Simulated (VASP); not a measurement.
# Te2Mo (P6_3/mmc) in VASP: a series of runs

Runs on Te2Mo. Level: PBEsol. Tasks: single point.

All numbers are computed with VASP 6.6.1; they aren't measurements. Logs are shortened: lines on timing, memory, paths and dates and some standing lists are left out, and cuts for length are marked.

## 1. The cell of the first run

Symmetry: P6_3/mmc, No. 194, hexagonal system. Conventional cell: a = 3.319 Å, b = 3.319 Å, c = 14.709 Å, α = 90.00°, β = 90.00°, γ = 120.00°. Te (site symmetry 3m) has 3 Mo at 2.70 Å and 6 Te at 3.32 Å within 3.6 Å. Within 3.6 Å of Mo (site symmetry -6m2) lie 6 Te at 2.70 Å and 6 Mo at 3.32 Å.

## 2. Single point, PBEsol (strain -0.050 along x and y, +0.050 along z)

File INCAR:

```
ALGO = Normal
EDIFF = 1E-6
ENCUT = 520
GGA = PS
ISIF = 2
ISMEAR = 0
LASPH = True
LCHARG = False
LREAL = False
LWAVE = False
NBANDS = 35
NELM = 80
PREC = Accurate
SIGMA = 0.05
```

File KPOINTS:

```
k-points
0
Gamma
  12 12 2
```

File POSCAR:

```
Te2Mo
1.0
    3.3192945305      0.0000000000      0.0000000000
   -1.6596472652      2.8745933861      0.0000000000
    0.0000000000      0.0000000000     14.7089659088
Te Mo
4 2
Direct
    0.3333333333      0.6666666667      0.6211281373
    0.6666666667      0.3333333333      0.1211281373
    0.3333333333      0.6666666667      0.8788718627
    0.6666666667      0.3333333333      0.3788718627
    0.3333333333      0.6666666667      0.2500000000
    0.6666666667      0.3333333333      0.7500000000
```

Potentials or basis: VASP PAW PBE potentials, release 64 (Te, Mo_sv).

The run is started by

```
> cat potpaw_PBE.64/Te/POTCAR potpaw_PBE.64/Mo_sv/POTCAR > POTCAR
> mpirun -np 1 vasp_std > vasp.out
```

OUTCAR:

```text
EDIFF = 1E-6
   ENCUT = 520
   GGA = PS
   ISIF = 2
   ISMEAR = 0
   LASPH = True
   LREAL = False
   NELM = 80
   PREC = Accurate

 ion  position               nearest neighbor table
   1  0.333  0.667  0.621-   6 2.70   6 2.70   6 2.70
   2  0.667  0.333  0.121-   5 2.70   5 2.70   5 2.70
   3  0.333  0.667  0.879-   6 2.70   6 2.70   6 2.70
   4  0.667  0.333  0.379-   5 2.70   5 2.70   5 2.70
   5  0.333  0.667  0.250-   2 2.70   4 2.70   2 2.70   4 2.70   2 2.70   4 2.70
   6  0.667  0.333  0.750-   1 2.70   3 2.70   1 2.70   3 2.70   1 2.70   3 2.70

  LATTYP: Found a hexagonal cell.
 ALAT       =     3.3192945305
 C/A-ratio  =     4.4313530401

  Lattice vectors:

 A1 = (   3.3192945305,   0.0000000000,   0.0000000000)
 A2 = (  -1.6596472652,   2.8745933861,   0.0000000000)
 A3 = (   0.0000000000,   0.0000000000,  14.7089659088)

Analysis of symmetry for initial positions (statically):
=====================================================================
 Subroutine PRICEL returns:
 Original cell was already a primitive cell.

 Routine SETGRP: Setting up the symmetry group for a
 hexagonal supercell.

 Subroutine GETGRP returns: Found 24 space group operations
 (whereof 12 operations were pure point group operations)
 out of a pool of 24 trial point group operations.

The static configuration has the point symmetry D_3d.
 The point group associated with its full space group is D_6h.

Analysis of symmetry for dynamics (positions and initial velocities):
=====================================================================
 Subroutine PRICEL returns:
 Original cell was already a primitive cell.

 Routine SETGRP: Setting up the symmetry group for a
 hexagonal supercell.

 Subroutine GETGRP returns: Found 24 space group operations
 (whereof 12 operations were pure point group operations)
 out of a pool of 24 trial point group operations.

The dynamic configuration has the point symmetry D_3d.
 The point group associated with its full space group is D_6h.

 Subroutine INISYM returns: Found 24 space group operations
 (whereof 12 operations are pure point group operations),
 and found     1 'primitive' translations

----------------------------------------------------------------------------------------

                                     Primitive cell

  volume of cell :     140.3474

  direct lattice vectors                    reciprocal lattice vectors
     3.319294531  0.000000000  0.000000000     0.301268836  0.173937644  0.000000000
    -1.659647265  2.874593386  0.000000000     0.000000000  0.347875287  0.000000000
     0.000000000  0.000000000 14.708965909     0.000000000  0.000000000  0.067985745

  length of vectors
     3.319294531  3.319294531 14.708965909     0.347875287  0.347875287  0.067985745

  position of ions in fractional coordinates (direct lattice)
     0.333333333  0.666666667  0.621128137
     0.666666667  0.333333333  0.121128137
     0.333333333  0.666666667  0.878871863
     0.666666667  0.333333333  0.378871863
     0.333333333  0.666666667  0.250000000
     0.666666667  0.333333333  0.750000000

  ion indices of the primitive-cell ions
   primitive index   ion index
                 1           1
                 2           2
                 3           3
                 4           4
                 5           5
                 6           6

----------------------------------------------------------------------------------------

 KPOINTS: k-points

Automatic generation of k-mesh.
 Grid dimensions read from file:
 generate k-points for:   12   12    2

 Generating k-lattice:

  Cartesian coordinates                     Fractional coordinates (reciprocal lattice)
     0.025105736  0.014494804  0.000000000     0.083333333  0.000000000  0.000000000
     0.000000000  0.028989607  0.000000000     0.000000000  0.083333333  0.000000000
     0.000000000  0.000000000  0.033992872     0.000000000  0.000000000  0.500000000

  Length of vectors
     0.028989607  0.028989607  0.033992872

  Shift w.r.t. Gamma in fractional coordinates (k-lattice)
     0.000000000  0.000000000  0.000000000

 Subroutine IBZKPT returns following result:
 ===========================================

 Found     38 irreducible k-points:

 Following reciprocal coordinates:
            Coordinates               Weight
  0.000000  0.000000  0.000000      1.000000
  0.083333 -0.000000  0.000000      6.000000
  0.166667 -0.000000  0.000000      6.000000
  0.250000 -0.000000  0.000000      6.000000
  0.333333 -0.000000  0.000000      6.000000
  0.416667  0.000000  0.000000      6.000000
[... 16 lines left out ...]
  0.250000 -0.000000  0.500000      6.000000
  0.333333 -0.000000  0.500000      6.000000
 [... further k-points ...]
   k-points           NKPTS =     38   k-points in BZ     NKDIM =     38   number of bands    NBANDS=     35
   number of dos      NEDOS =    301   number of ions     NIONS =      6
   total plane-waves  NPLWV =  87808
   dimension x,y,z NGX =    28 NGY =   28 NGZ =  112
   dimension x,y,z NGXF=    56 NGYF=   56 NGZF=  224
   ions per type =               4   2
   NGX,Y,Z   is equivalent  to a cutoff of  14.02, 14.02, 12.66 a.u.
   NGXF,Y,Z  is equivalent  to a cutoff of  28.05, 28.05, 25.32 a.u.
 SYSTEM =  unknown system
   PREC   = accura    normal or accurate (medium, high low for compatibility)
   ISTART =      0    job   : 0-new  1-cont  2-samecut
   ICHARG =      2    charge: 1-file 2-atom 10-const
   ISPIN  =      1    spin polarized calculation?
   LNONCOLLINEAR =      F non collinear calculations
   LSORBIT =      F    spin-orbit coupling
   LASPH  =      T    aspherical Exc in radial PAW
   ENCUT  =  520.0 eV  38.22 Ry    6.18 a.u.   6.17  6.17 27.35*2*pi/ulx,y,z
   NELM   =     80;   NELMIN=  2; NELMDL= -5     # of ELM steps
   EDIFF  = 0.1E-05   stopping-criterion for ELM
   LREAL  =      F    real-space projection
   EDIFFG = 0.1E-04   stopping-criterion for IOM
   NSW    =      0    number of steps for IOM
   IBRION =     -1    ionic relax: 0-MD 1-quasi-New 2-CG
   NFREE  =      0    steps in history (QN), initial steepest desc. (CG)
   ISIF   =      2    stress and relaxation
   ISYM   =      2    0-nonsym 1-usesym 2-fastsym
   POTIM  = 0.5000    time-step for ionic-motion
   TEBEG  =    0.0;   TEEND  =   0.0 temperature during run
   PSTRESS=    0.0 pullay stress
   NELECT =      52.0000    total number of electrons
   NUPDOWN=      -1.0000    fix difference up-down
   EMIN   =  10.00;   EMAX   =-10.00  energy-range for DOS
   EFERMI =   0.00;   METHOD = LEGACY
   ISMEAR =     0;   SIGMA  =   0.05  broadening in eV -4-tet -1-fermi 0-gaus
   EFERMI_NEDOS =   21; number of points for ismear=-14 and -15
   IALGO  =     38    algorithm
   IMIX   =      4    mixing-type and parameters
     AMIX     =   0.40;   BMIX     =  1.00
     AMIX_MAG =   1.60;   BMIX_MAG =  1.00
  volume/ion in A,a.u.               =      23.39       157.85
  Fermi-wavevector in a.u.,A,eV,Ry     =   1.175821  2.221979 18.810799  1.382555
  Thomas-Fermi vector in A             =   2.312195
   LORBIT       =      0    0 simple, 1 ext, 2 COOP (PROOUT), +10 PAW based schemes
   GGA     = PS    functional components
   LHFCALC =     F    Hartree Fock is set to
   AEXX    =    0.0000 exact exchange contribution
   IVDW    =     0    specifies the selected vdW correction
   LEPSILON=     F    determine dielectric tensor
   LRPA    =     F    only Hartree local field effects (RPA)
 non-spin polarized calculation
 Gauss-broadening in eV      SIGMA  =   0.05
  energy-cutoff  :      520.00
  volume of cell :      140.35
 maximum number of plane-waves:      3804
 NGX is ok and might be reduce to    28
   NGX = 13   NGY = 13   NGZ = 55

 number of electron      52.0000001 magnetization

 Free energy of the ion-electron system (eV)
  ---------------------------------------------------
  ext. energy  EPLUGINS =         0.00000000
  ---------------------------------------------------
  free energy    TOTEN  =       -38.97242128 eV

  energy without entropy =      -38.97242046  energy(sigma->0) =      -38.97242087

 E-fermi :   9.2891     XC(G=0): -10.8781

 val. band max:        9.1605436140   @ k =   0.5000  -0.0000   0.0000
 cond. band min:       9.4298739254   @ k =   0.2500   0.1667   0.0000
 fundamental gap:      0.2693303113
 Fermi energy:         9.2891486169

 k-point     1 :       0.0000    0.0000    0.0000
  band No.  band energies     occupation
      1     -51.6779      2.00000
      2     -51.6779      2.00000
      3     -25.9959      2.00000
      4     -25.9959      2.00000
      5     -25.6632      2.00000
      6     -25.6632      2.00000
[... 27 lines left out ...]
     34      12.9639      0.00000
     35      14.4368      0.00000

 k-point     2 :       0.0833   -0.0000    0.0000
  band No.  band energies     occupation
      1     -51.6764      2.00000
      2     -51.6764      2.00000
      3     -25.9925      2.00000
      4     -25.9924      2.00000
      5     -25.6794      2.00000
      6     -25.6794      2.00000
[... 27 lines left out ...]
     34      12.7646      0.00000
     35      14.6015      0.00000

 k-point     3 :       0.1667   -0.0000    0.0000
  band No.  band energies     occupation
      1     -51.6725      2.00000
      2     -51.6725      2.00000
      3     -25.9831      2.00000
      4     -25.9831      2.00000
      5     -25.7233      2.00000
      6     -25.7233      2.00000
[... 27 lines left out ...]
     34      12.8725      0.00000
     35      14.6823      0.00000
[... 723 lines left out ...]
 k-point    23 :       0.2500   -0.0000    0.5000
  band No.  band energies     occupation
      1     -51.6671      2.00000
      2     -51.6671      2.00000
      3     -25.9703      2.00000
      4     -25.9703      2.00000
      5     -25.7826      2.00000
      6     -25.7826      2.00000
[... 27 lines left out ...]
     34      12.7593      0.00000
     35      15.0551      0.00000

 k-point    24 :       0.3333   -0.0000    0.5000
  band No.  band energies     occupation
      1     -51.6617      2.00000
      2     -51.6617      2.00000
      3     -25.9575      2.00000
      4     -25.9575      2.00000
      5     -25.8414      2.00000
      6     -25.8414      2.00000
[... 27 lines left out ...]
     34      12.7134      0.00000
     35      14.3651      0.00000

 [... further k-points ...]

------------------------ aborting loop because EDIFF is reached ----------------------------------------

  FORCE on cell =-STRESS in cart. coord.  units (eV):
  Direction    XX          YY          ZZ          XY          YZ          ZX
  --------------------------------------------------------------------------------------
  -------------------------------------------------------------------------------------
  Total        7.5497983      7.5497983     -2.0440967      0.0000000     -0.0000000      0.0000000
  in kB       86.1869633     86.1869633    -23.3349925      0.0000000     -0.0000000      0.0000000
  external PRESSURE =      49.6796447 kB  Pullay stress =       0.0000000 kB

 VOLUME and BASIS-vectors are now :
 -----------------------------------------------------------------------------
  energy-cutoff  :      520.00
  volume of cell :      140.35
      direct lattice vectors                 reciprocal lattice vectors
     3.319294531  0.000000000  0.000000000     0.301268836  0.173937644  0.000000000
    -1.659647265  2.874593386  0.000000000     0.000000000  0.347875287  0.000000000
     0.000000000  0.000000000 14.708965909     0.000000000  0.000000000  0.067985745

 POSITION                                       TOTAL-FORCE (eV/Angst)
 -----------------------------------------------------------------------------------
     -0.00000      1.91640      9.13615        -0.000000      0.000000      0.201374
      1.65965      0.95820      1.78167         0.000000     -0.000000      0.201374
     -0.00000      1.91640     12.92730        -0.000000      0.000000     -0.201374
      1.65965      0.95820      5.57281         0.000000     -0.000000     -0.201374
     -0.00000      1.91640      3.67724        -0.000000      0.000000     -0.000000
      1.65965      0.95820     11.03172         0.000000     -0.000000     -0.000000
 -----------------------------------------------------------------------------------
    total drift:                                0.000000     -0.000000      0.000000

  FREE ENERGIE OF THE ION-ELECTRON SYSTEM (eV)
  ---------------------------------------------------
  free  energy   TOTEN  =       -38.9724212828 eV

  energy  without entropy=      -38.9724204628  energy(sigma->0) =      -38.97242087
```

Run time: 2.1 min. Hardware: 1 thread of Intel Xeon 6975P-C (Granite Rapids), shared host; peak memory 0.38 GiB.

What came out:

```
Free energy            : -38.9724 eV
Pressure               : 5.0 GPa
Largest force          : 0.201 eV/Å
Band gap on the k mesh : 0.27 eV (least direct gap 0.84 eV)
```

Forces in eV/Å, atoms in the order of the input:
```
Te   0.000  0.000  0.201
Te   0.000  0.000  0.201
Te   0.000  0.000 -0.201
Te   0.000  0.000 -0.201
Mo   0.000  0.000  0.000
Mo   0.000  0.000  0.000
```

Stress tensor (GPa, compression positive):
```
 8.62  0.00  0.00
 0.00  8.62  0.00
 0.00  0.00 -2.33
```

Levels at points of the mesh, in eV from the valence-band top:
```
           k point  band 22  band 23  band 24  band 25  band 26  band 27  band 28  band 29  band 30  band 31
(0.00, 0.00, 0.00)    -0.99    -0.84    -0.84    -0.82    -0.82     3.43     3.43     3.54     3.54     3.63
(0.50, 0.00, 0.00)    -2.46    -1.46    -1.35    -0.23     0.00     1.20     1.63     1.65     1.70     2.32
(0.00, 0.00, 0.50)    -1.16    -0.83    -0.83    -0.83    -0.83     3.47     3.47     3.47     3.47     3.73
(0.50, 0.00, 0.50)    -2.49    -1.40    -1.40    -0.12    -0.12     1.43     1.43     1.64     1.64     2.82
```

Caveat: the cell differs from its parent crystal (strain -0.050 along x and y, +0.050 along z); the cell stands under pressure; the PAW data sets were made with another functional, which shifts forces and pressure a little; spin-orbit coupling is left out, which moves the levels of the heavy elements; this functional lacks dispersion, which binds the layers, so the pressure and a relaxed spacing across them are unreliable. A k mesh can miss the band edges.

(Continued in part 2 of 3.)
